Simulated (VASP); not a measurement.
# Ca2W (P4/mmm) in VASP: relaxation of cell and atoms with PBE

Aim: the relaxation of cell and atoms of Ca2W with PBE.

Program: VASP 6.6.1. These are calculated values, not measurements. Logs are shortened: lines on timing, memory, paths and dates and some standing lists are left out, and cuts for length are marked.

**1. The cell of the first run**

It takes space group P4/mmm (No. 123, tetragonal). The conventional cell has a = 4.085 Å, b = 4.085 Å, c = 5.798 Å, α = 90.00°, β = 90.00°, γ = 90.00°. Within 3.8 Å of Ca (site symmetry 4/mmm) lie 4 W at 2.89 Å. Within 3.8 Å of Ca (site symmetry 4/mmm) lie 2 W at 2.90 Å. W (site symmetry 4/mmm) has 6 Ca at 2.89 to 2.90 Å within 3.8 Å.

**2. Relaxation of cell and atoms, PBE**

Input file INCAR:

```
  ALGO = Normal
  EDIFF = 1E-7
  EDIFFG = -0.01
  ENCUT = 600
  GGA = PE
  IBRION = 2
  ISIF = 3
  ISMEAR = 0
  LASPH = True
  LCHARG = False
  LREAL = False
  LWAVE = False
  NELM = 100
  NSW = 100
  PREC = Accurate
  SIGMA = 0.1
```

Input file KPOINTS:

```
k-points
0
Gamma
  12 12 8
```

Input file POSCAR:

```
Ca2W
1.0
    4.0846639996      0.0000000000      0.0000000000
    0.0000000000      4.0846639996      0.0000000000
    0.0000000000      0.0000000000      5.7975267763
Ca W
2 1
Direct
    0.0000000000      0.0000000000      0.5000000000
    0.5000000000      0.5000000000      0.0000000000
    0.5000000000      0.5000000000      0.5000000000
```

Potentials or basis: VASP PAW PBE potentials, release 64 (Ca_sv, W_sv).

Command:

```
> cat potpaw_PBE.64/Ca_sv/POTCAR potpaw_PBE.64/W_sv/POTCAR > POTCAR
> mpirun -np 1 vasp_std > vasp.out
```

OUTCAR:

```text
EDIFF = 1E-7
   EDIFFG = -0.01
   ENCUT = 600
   GGA = PE
   IBRION = 2
   ISIF = 3
   ISMEAR = 0
   LASPH = True
   LREAL = False
   NELM = 100
   NSW = 100
   PREC = Accurate

 ion  position               nearest neighbor table
   1  0.000  0.000  0.500-   3 2.89   3 2.89   3 2.89   3 2.89
   2  0.500  0.500  0.000-   3 2.90   3 2.90
   3  0.500  0.500  0.500-   1 2.89   1 2.89   1 2.89   1 2.89   2 2.90   2 2.90

  LATTYP: Found a simple tetragonal cell.
 ALAT       =     4.0846639996
 C/A-ratio  =     1.4193399449

  Lattice vectors:

 A1 = (   4.0846639996,   0.0000000000,   0.0000000000)
 A2 = (   0.0000000000,   4.0846639996,   0.0000000000)
 A3 = (   0.0000000000,   0.0000000000,   5.7975267763)

Analysis of symmetry for initial positions (statically):
=====================================================================
 Subroutine PRICEL returns:
 Original cell was already a primitive cell.

 Routine SETGRP: Setting up the symmetry group for a
 simple tetragonal supercell.

 Subroutine GETGRP returns: Found 16 space group operations
 (whereof 16 operations were pure point group operations)
 out of a pool of 16 trial point group operations.

The static configuration has the point symmetry D_4h.

Analysis of symmetry for dynamics (positions and initial velocities):
=====================================================================
 Subroutine PRICEL returns:
 Original cell was already a primitive cell.

 Routine SETGRP: Setting up the symmetry group for a
 simple tetragonal supercell.

 Subroutine GETGRP returns: Found 16 space group operations
 (whereof 16 operations were pure point group operations)
 out of a pool of 16 trial point group operations.

The dynamic configuration has the point symmetry D_4h.

 Subroutine INISYM returns: Found 16 space group operations
 (whereof 16 operations are pure point group operations),
 and found     1 'primitive' translations

----------------------------------------------------------------------------------------

                                     Primitive cell

  volume of cell :      96.7287

  direct lattice vectors                    reciprocal lattice vectors
     4.084664000  0.000000000  0.000000000     0.244818178  0.000000000  0.000000000
     0.000000000  4.084664000  0.000000000     0.000000000  0.244818178  0.000000000
     0.000000000  0.000000000  5.797526776     0.000000000  0.000000000  0.172487345

  length of vectors
     4.084664000  4.084664000  5.797526776     0.244818178  0.244818178  0.172487345

  position of ions in fractional coordinates (direct lattice)
     0.000000000  0.000000000  0.500000000
     0.500000000  0.500000000  0.000000000
     0.500000000  0.500000000  0.500000000

  ion indices of the primitive-cell ions
   primitive index   ion index
                 1           1
                 2           2
                 3           3

----------------------------------------------------------------------------------------

 KPOINTS: k-points

Automatic generation of k-mesh.
 Grid dimensions read from file:
 generate k-points for:   12   12    8

 Generating k-lattice:

  Cartesian coordinates                     Fractional coordinates (reciprocal lattice)
     0.020401515  0.000000000  0.000000000     0.083333333  0.000000000  0.000000000
     0.000000000  0.020401515  0.000000000     0.000000000  0.083333333  0.000000000
     0.000000000  0.000000000  0.021560918     0.000000000  0.000000000  0.125000000

  Length of vectors
     0.020401515  0.020401515  0.021560918

  Shift w.r.t. Gamma in fractional coordinates (k-lattice)
     0.000000000  0.000000000  0.000000000
[... 48 lines left out ...]
   LASPH  =      T    aspherical Exc in radial PAW
   ENCUT  =  600.0 eV  44.10 Ry    6.64 a.u.   8.16  8.16 11.58*2*pi/ulx,y,z
   NELM   =    100;   NELMIN=  2; NELMDL= -5     # of ELM steps
   EDIFF  = 0.1E-06   stopping-criterion for ELM
   LREAL  =      F    real-space projection
   EDIFFG = -.1E-01   stopping-criterion for IOM
   NSW    =    100    number of steps for IOM
   IBRION =      2    ionic relax: 0-MD 1-quasi-New 2-CG
   NFREE  =      1    steps in history (QN), initial steepest desc. (CG)
   ISIF   =      3    stress and relaxation
   ISYM   =      2    0-nonsym 1-usesym 2-fastsym
   POTIM  = 0.5000    time-step for ionic-motion
   TEBEG  =    0.0;   TEEND  =   0.0 temperature during run
   PSTRESS=    0.0 pullay stress
   NELECT =      34.0000    total number of electrons
   NUPDOWN=      -1.0000    fix difference up-down
   EMIN   =  10.00;   EMAX   =-10.00  energy-range for DOS
   EFERMI =   0.00;   METHOD = LEGACY
   ISMEAR =     0;   SIGMA  =   0.10  broadening in eV -4-tet -1-fermi 0-gaus
   EFERMI_NEDOS =   21; number of points for ismear=-14 and -15
   IALGO  =     38    algorithm
   IMIX   =      4    mixing-type and parameters
     AMIX     =   0.40;   BMIX     =  1.00
     AMIX_MAG =   1.60;   BMIX_MAG =  1.00
  volume/ion in A,a.u.               =      32.24       217.59
  Fermi-wavevector in a.u.,A,eV,Ry     =   1.155356  2.183307 18.161717  1.334849
  Thomas-Fermi vector in A             =   2.291986
   LORBIT       =      0    0 simple, 1 ext, 2 COOP (PROOUT), +10 PAW based schemes
   GGA     = PE    functional components
   LHFCALC =     F    Hartree Fock is set to
   AEXX    =    0.0000 exact exchange contribution
   IVDW    =     0    specifies the selected vdW correction
   LEPSILON=     F    determine dielectric tensor
   LRPA    =     F    only Hartree local field effects (RPA)
 conjugate gradient relaxation of ions
 non-spin polarized calculation
 Gauss-broadening in eV      SIGMA  =   0.10
  energy-cutoff  :      600.00
  volume of cell :       96.73
 maximum number of plane-waves:      3254
 NGX is ok and might be reduce to    36
   NGX = 17   NGY = 17   NGZ = 23

--------------------------------------- Ionic step        1  -------------------------------------------

 number of electron      33.9999996 magnetization

 Free energy of the ion-electron system (eV)
  ---------------------------------------------------
  ext. energy  EPLUGINS =         0.00000000
  ---------------------------------------------------
  free energy    TOTEN  =       -12.01315573 eV

  energy without entropy =      -11.98863996  energy(sigma->0) =      -12.00089785

------------------------ aborting loop because EDIFF is reached ----------------------------------------

  FORCE on cell =-STRESS in cart. coord.  units (eV):
  Direction    XX          YY          ZZ          XY          YZ          ZX
  --------------------------------------------------------------------------------------
  -------------------------------------------------------------------------------------
  Total        0.1274424      0.1274424      0.0253924      0.0000000     -0.0000000      0.0000000
  in kB        2.1109066      2.1109066      0.4205904      0.0000000     -0.0000000      0.0000000
  external PRESSURE =       1.5474678 kB  Pullay stress =       0.0000000 kB

 VOLUME and BASIS-vectors are now :
 -----------------------------------------------------------------------------
  energy-cutoff  :      600.00
  volume of cell :       96.73
      direct lattice vectors                 reciprocal lattice vectors
     4.084664000  0.000000000  0.000000000     0.244818178  0.000000000  0.000000000
     0.000000000  4.084664000  0.000000000     0.000000000  0.244818178  0.000000000
     0.000000000  0.000000000  5.797526776     0.000000000  0.000000000  0.172487345

 POSITION                                       TOTAL-FORCE (eV/Angst)
 -----------------------------------------------------------------------------------
      0.00000      0.00000      2.89876         0.000000      0.000000      0.000000
      2.04233      2.04233      0.00000         0.000000      0.000000      0.000000
      2.04233      2.04233      2.89876         0.000000      0.000000      0.000000
 -----------------------------------------------------------------------------------
    total drift:                                0.000000      0.000000      0.000000

  FREE ENERGIE OF THE ION-ELECTRON SYSTEM (eV)
  ---------------------------------------------------
  free  energy   TOTEN  =       -12.0131557288 eV

  energy  without entropy=      -11.9886399640  energy(sigma->0) =      -12.00089785

--------------------------------------- Ionic step        2  -------------------------------------------

 number of electron      33.9999997 magnetization

 Free energy of the ion-electron system (eV)
  ---------------------------------------------------
  ext. energy  EPLUGINS =         0.00000000
  ---------------------------------------------------
  free energy    TOTEN  =       -12.01346056 eV

  energy without entropy =      -11.98869918  energy(sigma->0) =      -12.00107987

 E-fermi :   2.8227     XC(G=0):  -8.7539

 val. band max:        2.8219871867   @ k =   0.1667   0.0000   0.5000
 cond. band min:       2.8245814344   @ k =   0.0833   0.0000   0.2500
 fundamental gap:      0.0025942476
 Fermi energy:         2.8226991896

 k-point     1 :       0.0000    0.0000    0.0000
  band No.  band energies     occupation
      1     -70.5332      2.00000
      2     -38.2222      2.00000
      3     -36.9758      2.00000
      4     -34.8187      2.00000
      5     -34.8187      2.00000
      6     -34.6705      2.00000
[... 565 lines left out ...]
     20       4.5752      0.00000
     21       4.7854      0.00000

 [... further k-points ...]
[... 5 lines left out ...]
  --------------------------------------------------------------------------------------
  -------------------------------------------------------------------------------------
  Total        0.0199401      0.0199401     -0.0175990      0.0000000      0.0000000      0.0000000
  in kB        0.3287971      0.3287971     -0.2901940      0.0000000      0.0000000      0.0000000
  external PRESSURE =       0.1224667 kB  Pullay stress =       0.0000000 kB

 VOLUME and BASIS-vectors are now :
 -----------------------------------------------------------------------------
  energy-cutoff  :      600.00
  volume of cell :       97.17
      direct lattice vectors                 reciprocal lattice vectors
     4.093035054  0.000000000  0.000000000     0.244317478  0.000000000  0.000000000
     0.000000000  4.093035054 -0.000000000     0.000000000  0.244317478  0.000000000
     0.000000000 -0.000000000  5.799894096     0.000000000  0.000000000  0.172416941

 POSITION                                       TOTAL-FORCE (eV/Angst)
 -----------------------------------------------------------------------------------
      0.00000     -0.00000      2.89995         0.000000      0.000000      0.000000
      2.04652      2.04652     -0.00000         0.000000      0.000000      0.000000
      2.04652      2.04652      2.89995         0.000000     -0.000000      0.000000
 -----------------------------------------------------------------------------------
    total drift:                                0.000000      0.000000      0.000000

  FREE ENERGIE OF THE ION-ELECTRON SYSTEM (eV)
  ---------------------------------------------------
  free  energy   TOTEN  =       -12.0134605628 eV

  energy  without entropy=      -11.9886991848  energy(sigma->0) =      -12.00107987

 reached required accuracy - stopping structural energy minimisation
```

It took 4.2 min on 1 thread of AMD EPYC 9R45 (Zen 5), shared host; peak memory 0.47 GiB.

What came out:

| Property | Result |
| --- | --- |
| Free energy | -12.0135 eV |
| Relaxed volume | 32.39 Å³/atom |
| Relaxed cell | a = 4.093 Å, b = 4.093 Å, c = 5.800 Å, α = 90.00°, β = 90.00°, γ = 90.00° |
| Space group after relaxing (to 0.05 Å) | P4/mmm (No. 123) |
| Energy gained by relaxing | 0.1 meV/atom |
| Ionic steps | 2 |
| Pressure after relaxing | 0.0 GPa |
| Band gap on the k mesh | zero (band 17 reaches 3.18 eV, above the bottom of band 18 at 2.56 eV) |

The path:
```csv
step,energy change (eV),largest force (eV/Å),pressure (GPa),volume (Å³)
1,0.0000,0.0000,0.15,96.73
2,-0.0003,0.0000,0.01,97.17
```

Final structure:
```xyz
3
Lattice="4.0930 0.0000 0.0000 0.0000 4.0930 0.0000 0.0000 0.0000 5.7999" Properties=species:S:1:pos:R:3 pbc="T T T"
Ca    0.0000    0.0000    2.8999
Ca    2.0465    2.0465    0.0000
W     2.0465    2.0465    2.8999
```

Caveat: spin-orbit coupling is left out, which moves the levels of the heavy elements.
